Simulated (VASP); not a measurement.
# GaSb (F-43m) in VASP: a series of runs

The runs below take GaSb through single point, with PBE.

All numbers are computed with VASP 6.6.1; they aren't measurements. Logs are shortened: lines on timing, memory, paths and dates and some standing lists are left out, and cuts for length are marked.

**1. The cell of the first run**

The structure is cubic, space group F-43m (No. 216). Conventional cell: a = 6.035 Å, b = 6.035 Å, c = 6.035 Å, α = 90.00°, β = 90.00°, γ = 90.00°. Sb (site symmetry -43m) has 4 Ga at 2.61 Å within 3.4 Å. Within 3.4 Å of Ga (site symmetry -43m) lie 4 Sb at 2.61 Å.

**2. Single point, PBE, non-collinear spin, zero start, spin-orbit coupling**

File INCAR:

```
ALGO = Normal
EDIFF = 1E-6
ENCUT = 520
GGA = PE
GGA_COMPAT = False
ISIF = 2
ISMEAR = -1
LASPH = True
LCHARG = False
LORBIT = 11
LORBMOM = True
LREAL = False
LSORBIT = True
LWAVE = False
MAGMOM = 0 0 0 0 0 0
NBANDS = 30
NELM = 150
PREC = Accurate
SIGMA = 0.05
```

File KPOINTS:

```
k-points
0
Gamma
  8 8 8
```

File POSCAR:

```
GaSb
1.0
    0.0000000000      3.0176570942      3.0176570942
    3.0176570942      0.0000000000      3.0176570942
    3.0176570942      3.0176570942      0.0000000000
Sb Ga
1 1
Direct
    0.7500000000      0.7500000000      0.7500000000
    0.0000000000      0.0000000000      0.0000000000
```

Potentials or basis: VASP PAW PBE potentials, release 64 (Sb, Ga_d).

On the command line:

```console
$ cat potpaw_PBE.64/Sb/POTCAR potpaw_PBE.64/Ga_d/POTCAR > POTCAR
$ mpirun -np 1 vasp_ncl > vasp.out
```

OUTCAR:

```text
EDIFF = 1E-6
   ENCUT = 520
   GGA = PE
   ISIF = 2
   ISMEAR = -1
   LASPH = True
   LORBIT = 11
   LREAL = False
   LSORBIT = True
   NELM = 150
   PREC = Accurate

 ion  position               nearest neighbor table
   1  0.750  0.750  0.750-   2 2.61   2 2.61   2 2.61   2 2.61
   2  0.000  0.000  0.000-   1 2.61   1 2.61   1 2.61   1 2.61

  LATTYP: Found a face centered cubic cell.
 ALAT       =     6.0353141884

  Lattice vectors:

 A1 = (   0.0000000000,   3.0176570942,   3.0176570942)
 A2 = (   3.0176570942,   0.0000000000,   3.0176570942)
 A3 = (   3.0176570942,   3.0176570942,   0.0000000000)

Analysis of symmetry for initial positions (statically):
=====================================================================
 Subroutine PRICEL returns:
 Original cell was already a primitive cell.

 Routine SETGRP: Setting up the symmetry group for a
 face centered cubic supercell.

 Subroutine GETGRP returns: Found 24 space group operations
 (whereof 24 operations were pure point group operations)
 out of a pool of 48 trial point group operations.

The static configuration has the point symmetry T_d .

Analysis of symmetry for dynamics (positions and initial velocities):
=====================================================================
 Subroutine PRICEL returns:
 Original cell was already a primitive cell.

 Routine SETGRP: Setting up the symmetry group for a
 face centered cubic supercell.

 Subroutine GETGRP returns: Found 24 space group operations
 (whereof 24 operations were pure point group operations)
 out of a pool of 48 trial point group operations.

The dynamic configuration has the point symmetry T_d .

Analysis of structural, dynamic, and magnetic symmetry:
=====================================================================
 Subroutine PRICEL returns:
 Original cell was already a primitive cell.

 Routine SETGRP: Setting up the symmetry group for a
 face centered cubic supercell.

 Subroutine GETGRP returns: Found 24 space group operations
 (whereof 24 operations were pure point group operations)
 out of a pool of 48 trial point group operations.

The overall configuration has the point symmetry T_d .

 Subroutine INISYM returns: Found 24 space group operations
 (whereof 24 operations are pure point group operations),
 and found     1 'primitive' translations

----------------------------------------------------------------------------------------

                                     Primitive cell

  volume of cell :      54.9591

  direct lattice vectors                    reciprocal lattice vectors
     0.000000000  3.017657094  3.017657094    -0.165691457  0.165691457  0.165691457
     3.017657094  0.000000000  3.017657094     0.165691457 -0.165691457  0.165691457
     3.017657094  3.017657094  0.000000000     0.165691457  0.165691457 -0.165691457

  length of vectors
     4.267611589  4.267611589  4.267611589     0.286986022  0.286986022  0.286986022

  position of ions in fractional coordinates (direct lattice)
     0.750000000  0.750000000  0.750000000
     0.000000000  0.000000000  0.000000000

  ion indices of the primitive-cell ions
   primitive index   ion index
                 1           1
                 2           2

----------------------------------------------------------------------------------------

 KPOINTS: k-points

Automatic generation of k-mesh.
 Grid dimensions read from file:
 generate k-points for:    8    8    8

 Generating k-lattice:

  Cartesian coordinates                     Fractional coordinates (reciprocal lattice)
    -0.020711432  0.020711432  0.020711432     0.125000000  0.000000000  0.000000000
     0.020711432 -0.020711432  0.020711432     0.000000000  0.125000000  0.000000000
     0.020711432  0.020711432 -0.020711432     0.000000000  0.000000000  0.125000000

[... 93 lines left out ...]

 number of electron      17.9999993 magnetization       0.0000000     -0.0000000      0.0000000

 number of electron      17.9999993 magnetization      -0.0000000      0.0000000     -0.0000000

 Free energy of the ion-electron system (eV)
  ---------------------------------------------------
  ext. energy  EPLUGINS =         0.00000000
  ---------------------------------------------------
  free energy    TOTEN  =        -7.36107496 eV

  energy without entropy =       -7.36064676  energy(sigma->0) =       -7.36086086

 E-fermi :   5.5947     XC(G=0):  -9.2673

 val. band max:        5.5257164027   @ k =   0.0000   0.0000   0.0000
 cond. band min:       5.6340174884   @ k =   0.0000   0.0000   0.0000
 fundamental gap:      0.1083010856
 Fermi energy:         5.5946746096

 k-point     1 :       0.0000    0.0000    0.0000
  band No.  band energies     occupation
      1     -10.0773      1.00000
      2     -10.0773      1.00000
      3     -10.0773      1.00000
      4     -10.0773      1.00000
      5      -9.6447      1.00000
      6      -9.6447      1.00000
[... 781 lines left out ...]
     29      15.4752      0.00000
     30      15.5254      0.00000

 [... further k-points ...]

------------------------ aborting loop because EDIFF is reached ----------------------------------------

  FORCE on cell =-STRESS in cart. coord.  units (eV):
  Direction    XX          YY          ZZ          XY          YZ          ZX
  --------------------------------------------------------------------------------------
  -------------------------------------------------------------------------------------
  Total        1.6911631      1.6911631      1.6911631      0.0000000      0.0000000     -0.0000000
  in kB       49.3010789     49.3010789     49.3010789      0.0000000      0.0000000     -0.0000000
  external PRESSURE =      49.3010789 kB  Pullay stress =       0.0000000 kB

 VOLUME and BASIS-vectors are now :
 -----------------------------------------------------------------------------
  energy-cutoff  :      520.00
  volume of cell :       54.96
      direct lattice vectors                 reciprocal lattice vectors
     0.000000000  3.017657094  3.017657094    -0.165691457  0.165691457  0.165691457
     3.017657094  0.000000000  3.017657094     0.165691457 -0.165691457  0.165691457
     3.017657094  3.017657094  0.000000000     0.165691457  0.165691457 -0.165691457

 POSITION                                       TOTAL-FORCE (eV/Angst)
 -----------------------------------------------------------------------------------
      4.52649      4.52649      4.52649        -0.000000     -0.000000      0.000000
      0.00000      0.00000      0.00000         0.000000      0.000000      0.000000
 -----------------------------------------------------------------------------------
    total drift:                               -0.000001     -0.000001     -0.000001

  FREE ENERGIE OF THE ION-ELECTRON SYSTEM (eV)
  ---------------------------------------------------
  free  energy   TOTEN  =        -7.3610749643 eV

  energy  without entropy=       -7.3606467616  energy(sigma->0) =       -7.36086086

 orbital moment (x)

 # of ion     p       d       tot
 ----------------------------------------
  1         0.000   0.000   0.000
  2         0.000   0.000   0.000
 ----------------------------------------
            0.000   0.000   0.000

 orbital moment (y)

 # of ion     p       d       tot
 ----------------------------------------
  1         0.000   0.000   0.000
  2        -0.000  -0.000  -0.000
 ----------------------------------------
            0.000  -0.000   0.000

 orbital moment (z)

 # of ion     p       d       tot
 ----------------------------------------
  1         0.000  -0.000  -0.000
  2        -0.000  -0.000  -0.000
 ----------------------------------------
           -0.000  -0.000  -0.000

 Spin-Orbit-Coupling matrix elements

 Ion:    1  E_soc:     -0.1220273
 l=   1
     0.0000000    -0.0201789    -0.0201789
    -0.0201789     0.0000000    -0.0201789
    -0.0201789    -0.0201789     0.0000000
 l=   2
     0.0000000    -0.0000616     0.0000000    -0.0000616    -0.0000974
    -0.0000616     0.0000000    -0.0000731    -0.0000616    -0.0000244
     0.0000000    -0.0000731     0.0000000    -0.0000731     0.0000000
    -0.0000616    -0.0000616    -0.0000731     0.0000000    -0.0000244
    -0.0000974    -0.0000244     0.0000000    -0.0000244     0.0000000
 l=   3
     0.0000000     0.0000000     0.0000000     0.0000000     0.0000000     0.0000000     0.0000000
     0.0000000     0.0000000     0.0000000     0.0000000     0.0000000     0.0000000     0.0000000
     0.0000000     0.0000000     0.0000000     0.0000000     0.0000000     0.0000000     0.0000000
     0.0000000     0.0000000     0.0000000     0.0000000     0.0000000     0.0000000     0.0000000
     0.0000000     0.0000000     0.0000000     0.0000000     0.0000000     0.0000000     0.0000000
     0.0000000     0.0000000     0.0000000     0.0000000     0.0000000     0.0000000     0.0000000
     0.0000000     0.0000000     0.0000000     0.0000000     0.0000000     0.0000000     0.0000000

 Ion:    2  E_soc:     -0.0127543
 l=   1
     0.0000000    -0.0013089    -0.0013089
    -0.0013089     0.0000000    -0.0013089
    -0.0013089    -0.0013089     0.0000000
 l=   2
     0.0000000    -0.0001539     0.0000000    -0.0001539    -0.0006629
    -0.0001539     0.0000000    -0.0004972    -0.0001539    -0.0001657
     0.0000000    -0.0004972     0.0000000    -0.0004972     0.0000000
    -0.0001539    -0.0001539    -0.0004972     0.0000000    -0.0001657
    -0.0006629    -0.0001657     0.0000000    -0.0001657     0.0000000
 l=   3
     0.0000000     0.0000000     0.0000000     0.0000000     0.0000000     0.0000000     0.0000000
     0.0000000     0.0000000     0.0000000     0.0000000     0.0000000     0.0000000     0.0000000
     0.0000000     0.0000000     0.0000000     0.0000000     0.0000000     0.0000000     0.0000000
     0.0000000     0.0000000     0.0000000     0.0000000     0.0000000     0.0000000     0.0000000
     0.0000000     0.0000000     0.0000000     0.0000000     0.0000000     0.0000000     0.0000000
     0.0000000     0.0000000     0.0000000     0.0000000     0.0000000     0.0000000     0.0000000
     0.0000000     0.0000000     0.0000000     0.0000000     0.0000000     0.0000000     0.0000000

 total charge

# of ion       s       p       d       tot
------------------------------------------
    1        1.123   1.372   0.031   2.526
    2        0.907   0.806   9.967  11.681
--------------------------------------------------
tot          2.031   2.178   9.998  14.207

 magnetization (x)

# of ion       s       p       d       tot
------------------------------------------
    1        0.000   0.000   0.000   0.000
    2       -0.000   0.000   0.000   0.000
--------------------------------------------------
tot         -0.000   0.000   0.000   0.000

 magnetization (y)

# of ion       s       p       d       tot
------------------------------------------
    1        0.000   0.000   0.000   0.000
    2       -0.000   0.000   0.000  -0.000
--------------------------------------------------
tot         -0.000   0.000   0.000  -0.000

 magnetization (z)

# of ion       s       p       d       tot
------------------------------------------
    1        0.000  -0.000  -0.000  -0.000
    2       -0.000   0.000   0.000  -0.000
--------------------------------------------------
tot         -0.000   0.000  -0.000  -0.000
```

Run time: 67 s. Hardware: 1 thread of Intel Xeon Platinum 8488C (Sapphire Rapids), shared host; peak memory 0.36 GiB.

What came out:

```yaml
Free_energy: -7.3611 eV
Pressure: 4.9 GPa
Net_moment: 0.00 μB per cell
Valence_electrons_inside_the_program's_atomic_spheres: Sb 2.53; Ga 11.68
```

Moments on the atoms (μB; x, y, z):
```
Sb  0.00 0.00 0.00
Ga  0.00 0.00 0.00
```

Caveat: the cell stands under pressure.

**3. Single point, PBE, non-collinear spin, zero start, spin-orbit coupling**

This run uses another cell than the first one, of 28.05 Å³/atom.

File INCAR:

```
SYSTEM = GaSb
  PREC = Accurate
  ENCUT = 520
  EDIFF = 1E-6
  ISMEAR = -1
  SIGMA = 0.05
  LREAL = .FALSE.
  LASPH = .TRUE.
  NELM = 150
  ALGO = Normal
  ISIF = 2
  LWAVE = .FALSE.
  LCHARG = .FALSE.
  LNONCOLLINEAR = .TRUE.
  MAGMOM = 0 0 0 0 0 0
  LORBIT = 11
  LSORBIT = .TRUE.
  GGA_COMPAT = .FALSE.
  LORBMOM = .TRUE.
  GGA = PE
  NBANDS = 30
```

File KPOINTS:

```
regular mesh
0
G
  8 8 8
  0 0 0
```

File POSCAR:

```
GaSb
1.0
    0.0000000000      3.0384691801      3.0384691801
    3.0384691801      0.0000000000      3.0384691801
    3.0384691801      3.0384691801      0.0000000000
Sb Ga
1 1
Direct
    0.7500000000      0.7500000000      0.7500000000
    0.0000000000      0.0000000000      0.0000000000
```

Potentials or basis: VASP PAW PBE potentials, release 64 (Sb, Ga_d).

On the command line:

```console
$ cat potpaw_PBE.64/Sb/POTCAR potpaw_PBE.64/Ga_d/POTCAR > POTCAR
$ mpirun -np 1 vasp_ncl > vasp.out
```

It took 66 s on 1 thread of Intel Xeon Platinum 8488C (Sapphire Rapids), shared host; peak memory 0.37 GiB.

Results (log left out):

```
Free energy                                           : -7.3918 eV
Pressure                                              : 3.6 GPa
Net moment                                            : 0.00 μB per cell
Valence electrons inside the program's atomic spheres : Sb 2.51; Ga 11.66
```

Moments on the atoms (μB; x, y, z):
```
Sb  0.00 0.00 0.00
Ga  0.00 0.00 0.00
```

Caveat: the cell stands under pressure.

**4. Single point, PBE, non-collinear spin, zero start, spin-orbit coupling**

This run uses another cell than the first one, of 28.62 Å³/atom.

File INCAR:

```
PREC     = Accurate       # precision mode
ENCUT    = 520            # plane-wave cutoff, eV
EDIFF    = 1E-6           # SCF threshold, eV
ISMEAR   = -1             # smearing method
SIGMA    = 0.05           # smearing width, eV
LREAL    = False          # projectors in reciprocal space
LASPH    = True           # aspherical terms in the spheres
NELM     = 150            # most SCF steps
ALGO     = Normal         # electronic algorithm
ISIF     = 2              # what is computed and relaxed
LWAVE    = False          # write WAVECAR
LCHARG   = False          # write CHGCAR
LNONCOLLINEAR= True           # non-collinear magnetism
MAGMOM   = 0 0 0 0 0 0    # initial moments
LORBIT   = 11             # projections on sites
LSORBIT  = True           # spin-orbit coupling
GGA_COMPAT= False        
LORBMOM  = True         
GGA      = PE             # functional
NBANDS   = 30             # bands
```

File KPOINTS:

```
Automatic mesh
0
Gamma
  8 8 8
```

File POSCAR:

```
GaSb
1.0
    0.0000000000      3.0590000000      3.0590000000
    3.0590000000      0.0000000000      3.0590000000
    3.0590000000      3.0590000000      0.0000000000
Sb Ga
1 1
Direct
    0.7500000000      0.7500000000      0.7500000000
    0.0000000000      0.0000000000      0.0000000000
```

On the command line:

```console
$ cat potpaw_PBE.64/Sb/POTCAR potpaw_PBE.64/Ga_d/POTCAR > POTCAR
$ mpirun -np 1 vasp_ncl > vasp.out
```

Wall time 72 s (1 thread of Intel Xeon Platinum 8488C (Sapphire Rapids), shared host); peak memory 0.36 GiB.

It converged, with:

```
Free energy                                           : -7.4137 eV
Pressure                                              : 2.5 GPa
Net moment                                            : 0.00 μB per cell
Valence electrons inside the program's atomic spheres : Sb 2.50; Ga 11.64
```

Moments on the atoms (μB; x, y, z):
```
Sb  0.00 0.00 0.00
Ga  0.00 0.00 0.00
```

**5. Overview**

| cell | pressure (GPa) | moment (μB) |
| --- | --- | --- |
| a = 4.268 Å, angles 60.0°, 2 atoms | 4.9 | 0.00 |
| a = 4.297 Å, angles 60.0°, 2 atoms | 3.6 | 0.00 |
| a = 4.326 Å, angles 60.0°, 2 atoms | 2.5 | 0.00 |

Alike in all rows: task single point; level PBE; potentials or basis VASP PAW PBE potentials, release 64 (Sb, Ga_d); spin non-collinear, zero start, SOC; k mesh 8 × 8 × 8; cutoff (eV) 520; smearing fermi-dirac 0.05 eV.

Caveats: the cell stands under pressure (at least some runs).

Total energies depend on the potentials used, so only differences within one code and one set of settings carry meaning.
